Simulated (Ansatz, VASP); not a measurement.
**SnO2 in VASP and in Ansatz**

```
Sn O
1.0
     1.61677    0.93344    4.91826
    -1.61677    0.93344    4.91826
     0.00000   -1.86688    4.91826
Sn O
1 2
Direct
  0.50328 0.49672 0.50000
  0.22273 0.24704 0.23488
  0.75296 0.77727 0.76512
```

Change from the starting cell: mode 4 frozen in at -0.039 Å and mode 5 at +0.000 Å (largest displacements).

Alike in both runs: task single point; functional PBE; k mesh 12 × 12 × 12; occupations gaussian, width 0.05 eV; no spin polarisation.

```csv
,VASP,Ansatz
version,VASP 6.6.1,Ansatz 0.2.0
potentials or method,"VASP PAW PBE potentials, release 64 (Sn_d, O), cutoff 520 eV","scalar-relativistic, plane waves, PAW"
valence electrons in the cell,26,26
```

Ansatz gave:

| Property | Result |
| --- | --- |
| gap on the k mesh at the Fermi level (eV) | 2.02 |
| least direct gap on the mesh (eV) | 2.20 |
| pressure (GPa) | 0.2 |
| traceless stress, the component that is largest in VASP (GPa) | -0.04 |
| rms of the force components (eV/Å) | 0.276 |

Problem. Which values does VASP return?

Solution. gap on the k mesh at the Fermi level (eV): 2.00; least direct gap on the mesh (eV): 2.18; pressure (GPa): 0.8; traceless stress, the component that is largest in VASP (GPa): -0.40; rms of the force components (eV/Å): 0.287.

Atom by atom the forces differ by 0.028 eV/Å (rms over components).
